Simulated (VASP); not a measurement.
# Ti3O4 (Cmmm) in VASP: notebook

Runs on Ti3O4. Level: PBEsol. Tasks: single point.

Everything below comes from runs of VASP 6.6.1. Logs are shortened: lines on timing, memory, paths and dates and some standing lists are left out, and cuts for length are marked.

### Step 1. The cell of the first run

The structure is orthorhombic, space group Cmmm (No. 65). Conventional cell: a = 5.826 Å, b = 8.061 Å, c = 2.969 Å, α = 90.00°, β = 90.00°, γ = 90.00°. Ti (site symmetry mmm) has 6 O at 2.03 to 2.09 Å within 2.7 Å. Ti (site symmetry 2/m) has 6 O at 2.02 to 2.08 Å within 2.7 Å. O (site symmetry 2mm) has 4 Ti at 2.02 to 2.03 Å and 12 O at 2.76 to 3.06 Å within 3.1 Å. Within 3.0 Å of O (site symmetry m2m) lie 5 Ti at 2.08 to 2.09 Å and 12 O at 2.89 to 2.97 Å.

### Step 2. Single point, PBEsol

The input, INCAR:

```
  ALGO = Normal
  EDIFF = 1E-6
  ENCUT = 520
  GGA = PS
  ISIF = 2
  ISMEAR = 0
  LASPH = T
  LCHARG = F
  LREAL = F
  LWAVE = F
  NBANDS = 39
  NELM = 80
  PREC = Accurate
  SIGMA = 0.1
```

The input, KPOINTS:

```
k-points
0
Gamma
  8 8 12
```

The input, POSCAR:

```
Ti3O4
1.0
    2.9128162286     -4.0303540220      0.0000000000
    2.9128162286      4.0303540220      0.0000000000
    0.0000000000      0.0000000000      2.9690273773
Ti O
3 4
Direct
    0.0000000000      0.0000000000      0.5000000000
    0.5000000000      0.0000000000      0.0000000000
    0.0000000000      0.5000000000      0.0000000000
    0.7627833111      0.7627833111      0.0000000000
    0.2588765548      0.7411234452      0.5000000000
    0.2372166889      0.2372166889      0.0000000000
    0.7411234452      0.2588765548      0.5000000000
```

Potentials or basis: VASP PAW PBE potentials, release 64 (Ti_sv, O).

Command:

```
$ cat potpaw_PBE.64/Ti_sv/POTCAR potpaw_PBE.64/O/POTCAR > POTCAR
$ mpirun -np 1 vasp_std > vasp.out
```

OUTCAR:

```text
EDIFF = 1E-6
   ENCUT = 520
   GGA = PS
   ISIF = 2
   ISMEAR = 0
   LASPH = T
   LREAL = F
   NELM = 80
   PREC = Accurate

 ion  position               nearest neighbor table
   1  0.000  0.000  0.500-   4 2.03   6 2.03   4 2.03   6 2.03   5 2.09   7 2.09   2 2.90   3 2.90
                             2 2.90   3 2.90   3 2.90   3 2.90   2 2.90   2 2.90
   2  0.500  0.000  0.000-   4 2.02   6 2.02   5 2.08   7 2.08   5 2.08   7 2.08   1 2.90   1 2.90
                             1 2.90   1 2.90   3 2.91   3 2.91
   3  0.000  0.500  0.000-   4 2.02   6 2.02   5 2.08   7 2.08   5 2.08   7 2.08   1 2.90   1 2.90
                             1 2.90   1 2.90   2 2.91   2 2.91
   4  0.763  0.763  0.000-   2 2.02   3 2.02   1 2.03   1 2.03
   5  0.259  0.741  0.500-   2 2.08   3 2.08   2 2.08   3 2.08   1 2.09
   6  0.237  0.237  0.000-   2 2.02   3 2.02   1 2.03   1 2.03
   7  0.741  0.259  0.500-   2 2.08   3 2.08   2 2.08   3 2.08   1 2.09

  LATTYP: Found a base centered orthorhombic cell.
 ALAT       =     5.8256324572
 B/A-ratio  =     1.3836623067
 C/A-ratio  =     0.5096489350

  Lattice vectors:

 A1 = (   2.9128162286,  -4.0303540220,   0.0000000000)
 A2 = (   2.9128162286,   4.0303540220,   0.0000000000)
 A3 = (   0.0000000000,   0.0000000000,   2.9690273773)

Analysis of symmetry for initial positions (statically):
=====================================================================
 Subroutine PRICEL returns:
 Original cell was already a primitive cell.

 Routine SETGRP: Setting up the symmetry group for a
 base centered orthorhombic supercell.

 Subroutine GETGRP returns: Found  8 space group operations
 (whereof  8 operations were pure point group operations)
 out of a pool of  8 trial point group operations.

The static configuration has the point symmetry D_2h.

Analysis of symmetry for dynamics (positions and initial velocities):
=====================================================================
 Subroutine PRICEL returns:
 Original cell was already a primitive cell.

 Routine SETGRP: Setting up the symmetry group for a
 base centered orthorhombic supercell.

 Subroutine GETGRP returns: Found  8 space group operations
 (whereof  8 operations were pure point group operations)
 out of a pool of  8 trial point group operations.

The dynamic configuration has the point symmetry D_2h.

 Subroutine INISYM returns: Found  8 space group operations
[... 98 lines left out ...]
   PREC   = accura    normal or accurate (medium, high low for compatibility)
   ISTART =      0    job   : 0-new  1-cont  2-samecut
   ICHARG =      2    charge: 1-file 2-atom 10-const
   ISPIN  =      1    spin polarized calculation?
   LNONCOLLINEAR =      F non collinear calculations
   LSORBIT =      F    spin-orbit coupling
   LASPH  =      T    aspherical Exc in radial PAW
   ENCUT  =  520.0 eV  38.22 Ry    6.18 a.u.   9.25  9.25  5.52*2*pi/ulx,y,z
   NELM   =     80;   NELMIN=  2; NELMDL= -5     # of ELM steps
   EDIFF  = 0.1E-05   stopping-criterion for ELM
   LREAL  =      F    real-space projection
[... 7 lines left out ...]
   TEBEG  =    0.0;   TEEND  =   0.0 temperature during run
   PSTRESS=    0.0 pullay stress
   NELECT =      60.0000    total number of electrons
   NUPDOWN=      -1.0000    fix difference up-down
   EMIN   =  10.00;   EMAX   =-10.00  energy-range for DOS
   EFERMI =   0.00;   METHOD = LEGACY
   ISMEAR =     0;   SIGMA  =   0.10  broadening in eV -4-tet -1-fermi 0-gaus
   EFERMI_NEDOS =   21; number of points for ismear=-14 and -15
   IALGO  =     38    algorithm
   IMIX   =      4    mixing-type and parameters
     AMIX     =   0.40;   BMIX     =  1.00
     AMIX_MAG =   1.60;   BMIX_MAG =  1.00
  volume/ion in A,a.u.               =       9.96        67.20
  Fermi-wavevector in a.u.,A,eV,Ry     =   1.557250  2.942776 32.994515  2.425028
  Thomas-Fermi vector in A             =   2.660928
   LORBIT       =      0    0 simple, 1 ext, 2 COOP (PROOUT), +10 PAW based schemes
   GGA     = PS    functional components
   LHFCALC =     F    Hartree Fock is set to
   AEXX    =    0.0000 exact exchange contribution
   IVDW    =     0    specifies the selected vdW correction
   LEPSILON=     F    determine dielectric tensor
   LRPA    =     F    only Hartree local field effects (RPA)
 non-spin polarized calculation
 Gauss-broadening in eV      SIGMA  =   0.10
  energy-cutoff  :      520.00
  volume of cell :       69.71
 maximum number of plane-waves:      1898
 NGX is ok and might be reduce to    40
   NGX = 19   NGY = 19   NGZ = 11

 number of electron      59.9999984 magnetization

 Free energy of the ion-electron system (eV)
  ---------------------------------------------------
  ext. energy  EPLUGINS =         0.00000000
  ---------------------------------------------------
  free energy    TOTEN  =       -65.92679019 eV

  energy without entropy =      -65.91111801  energy(sigma->0) =      -65.91895410

 E-fermi :   9.5237     XC(G=0): -12.3978

 val. band max:        9.5234814798   @ k =   0.2500   0.1250   0.0000
 cond. band min:       9.5260010146   @ k =   0.1250   0.1250   0.0000
 fundamental gap:      0.0025195348
 Fermi energy:         9.5236795513

 k-point     1 :       0.0000    0.0000    0.0000
  band No.  band energies     occupation
      1     -48.4115      2.00000
      2     -48.3419      2.00000
      3     -48.1286      2.00000
      4     -25.3189      2.00000
      5     -25.1376      2.00000
      6     -24.8332      2.00000
[... 997 lines left out ...]
     38      11.5922      0.00000
     39      11.8010      0.00000

 [... further k-points ...]
[... 5 lines left out ...]
  --------------------------------------------------------------------------------------
  -------------------------------------------------------------------------------------
  Total        0.2886447      0.3587290      0.3386911      0.0000000      0.0000000      0.0000000
  in kB        6.6339727      8.2447319      7.7841991      0.0000000      0.0000000      0.0000000
  external PRESSURE =       7.5543013 kB  Pullay stress =       0.0000000 kB

 VOLUME and BASIS-vectors are now :
 -----------------------------------------------------------------------------
  energy-cutoff  :      520.00
  volume of cell :       69.71
      direct lattice vectors                 reciprocal lattice vectors
     2.912816229 -4.030354022  0.000000000     0.171655182 -0.124058581  0.000000000
     2.912816229  4.030354022  0.000000000     0.171655182  0.124058581  0.000000000
     0.000000000  0.000000000  2.969027377     0.000000000  0.000000000  0.336810636

 POSITION                                       TOTAL-FORCE (eV/Angst)
 -----------------------------------------------------------------------------------
      0.00000      0.00000      1.48451         0.000000     -0.000000      0.000000
      1.45641     -2.01518      0.00000         0.000000     -0.000000      0.000000
      1.45641      2.01518      0.00000         0.000000     -0.000000      0.000000
      4.44370      0.00000      0.00000        -0.030844     -0.000000      0.000000
      2.91282      1.94363      1.48451         0.000000     -0.020319      0.000000
      1.38194      0.00000      0.00000         0.030844     -0.000000      0.000000
      2.91282     -1.94363      1.48451         0.000000      0.020319      0.000000
 -----------------------------------------------------------------------------------
    total drift:                                0.000000     -0.000000      0.000000

  FREE ENERGIE OF THE ION-ELECTRON SYSTEM (eV)
  ---------------------------------------------------
  free  energy   TOTEN  =       -65.9267901939 eV

  energy  without entropy=      -65.9111180083  energy(sigma->0) =      -65.91895410
```

Run time: 3.7 min. Hardware: 1 thread of AMD EPYC 9R45 (Zen 5), shared host; peak memory 0.37 GiB.

What came out:

| Quantity | Value |
| --- | --- |
| Free energy | -65.9268 eV |
| Pressure | 0.8 GPa |
| Largest force | 0.031 eV/Å |
| Band gap on the k mesh | zero (bands 30 and 31 overlap by 1.11 eV) |

Forces in eV/Å, atoms in the order of the input:
```
Ti   0.000  0.000  0.000
Ti   0.000  0.000  0.000
Ti   0.000  0.000  0.000
O   -0.031  0.000  0.000
O    0.000 -0.020  0.000
O    0.031  0.000  0.000
O    0.000  0.020  0.000
```

Caveat: the PAW data sets were made with another functional, which shifts forces and pressure a little; semilocal functionals often make such compounds metallic where correlation or magnetic order opens a gap, which also shifts bond lengths.

### Step 3. Single point, PBEsol

The input, INCAR:

```
PREC     = Accurate       # precision mode
ENCUT    = 520            # plane-wave cutoff, eV
EDIFF    = 1E-6           # SCF threshold, eV
ISMEAR   = 0              # smearing method
SIGMA    = 0.15           # smearing width, eV
LREAL    = F              # projectors in reciprocal space
LASPH    = T              # aspherical terms in the spheres
NELM     = 100            # most SCF steps
ALGO     = Normal         # electronic algorithm
ISIF     = 2              # what is computed and relaxed
LWAVE    = F              # write WAVECAR
LCHARG   = F              # write CHGCAR
GGA      = PS             # functional
NBANDS   = 39             # bands
```

The input, KPOINTS:

```
regular mesh
0
Gamma
  8 8 14
```

POSCAR is that of step 2.

Potentials or basis: VASP PAW PBE potentials, release 64 (Ti_sv, O).

Command:

```
$ cat potpaw_PBE.64/Ti_sv/POTCAR potpaw_PBE.64/O/POTCAR > POTCAR
$ mpirun -np 1 vasp_std > vasp.out
```

It took 4.7 min on 1 thread of AMD EPYC 9R45 (Zen 5), shared host; peak memory 0.41 GiB.

The run converged. Its results:

```yaml
Free_energy: -65.9385 eV
Pressure: 0.8 GPa
Largest_force: 0.024 eV/Å
Band_gap_on_the_k_mesh: zero (bands 30 and 31 overlap by 1.10 eV)
```

Forces on the atoms (eV/Å):
```
Ti   0.000  0.000  0.000
Ti   0.000  0.000  0.000
Ti   0.000  0.000  0.000
O   -0.024  0.000  0.000
O    0.000  0.001  0.000
O    0.024  0.000  0.000
O    0.000 -0.001  0.000
```

Stress tensor (GPa, compression positive):
```
0.37 0.00 0.00
0.00 0.76 0.00
0.00 0.00 1.20
```

Levels at points of the mesh, in eV from the Fermi level:
```csv
k point,band 27,band 28,band 29,band 30,band 31,band 32,band 33,band 34
"(0.00, 0.00, 0.00)",-4.12,-3.90,-2.61,-0.44,-0.02,0.41,0.89,1.35
"(0.50, 0.00, 0.00)",-4.49,-4.13,-0.73,-0.59,0.15,0.43,0.58,0.96
"(0.50, 0.50, 0.00)",-4.81,-4.56,-2.37,0.09,0.69,0.74,0.99,1.02
"(0.00, 0.00, 0.50)",-5.64,-5.06,0.49,0.51,0.67,0.72,0.85,0.88
"(0.50, 0.00, 0.50)",-5.21,-4.66,-0.83,-0.67,0.45,0.46,1.65,1.66
"(0.50, 0.50, 0.50)",-4.92,-4.90,-2.39,-2.10,1.21,1.51,1.71,1.74
```

Caveat: the PAW data sets were made with another functional, which shifts forces and pressure a little; semilocal functionals often make such compounds metallic where correlation or magnetic order opens a gap, which also shifts bond lengths.
